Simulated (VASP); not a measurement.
Here is a VASP 6.6.1 calculation.

The input POSCAR:

```
BP
1.0
    0.0000000000      2.3022908167      2.3363148189
    2.3022908167      0.0000000000      2.3363148189
    2.3022908167      2.3022908167      0.0000000000
B P
1 1
Direct
    0.0000000000      0.0000000000      0.0000000000
    0.7500000000      0.7500000000      0.7500000000
```

The input INCAR.step1:

```
SYSTEM = BP
  PREC = Accurate
  ENCUT = 520
  ISMEAR = 0
  SIGMA = 0.05
  LREAL = .False.
  LASPH = .True.
  NELM = 100
  NBANDS = 11
  GGA = PE
  ALGO = Normal
  EDIFF = 1E-4
  LWAVE = .True.
  LCHARG = .False.
```

Contents of INCAR.step2:

```
SYSTEM = BP
  PREC = Accurate
  ENCUT = 520
  EDIFF = 1E-6
  ISMEAR = 0
  SIGMA = 0.05
  LREAL = .False.
  LASPH = .True.
  NELM = 100
  ALGO = Normal
  ISIF = 2
  LWAVE = .False.
  LCHARG = .False.
  METAGGA = R2SCAN
  LMIXTAU = .True.
  NBANDS = 11
  ISTART = 1
```

File KPOINTS:

```
Automatic mesh
0
Gamma
  10 10 10
  0 0 0
```

Potentials or basis: VASP PAW PBE potentials, release 64 (B, P).

Command:

```bash
$ cat potpaw_PBE.64/B/POTCAR potpaw_PBE.64/P/POTCAR > POTCAR
$ cp INCAR.step1 INCAR
$ mpirun -np 1 vasp_std > vasp.out
$ cp INCAR.step2 INCAR
$ mpirun -np 1 vasp_std > vasp.out
```

(1) Estimate the pressure.

(2) What does it give for the band gap on the k mesh?

Results:

(1) -9.4 GPa.

(2) 1.41 eV, indirect (least direct gap 3.48 eV).

Caveat: the cell differs from its parent crystal (strain +0.015 along x and y, +0.030 along z); the PAW data sets were made with another functional, which shifts forces and pressure a little.
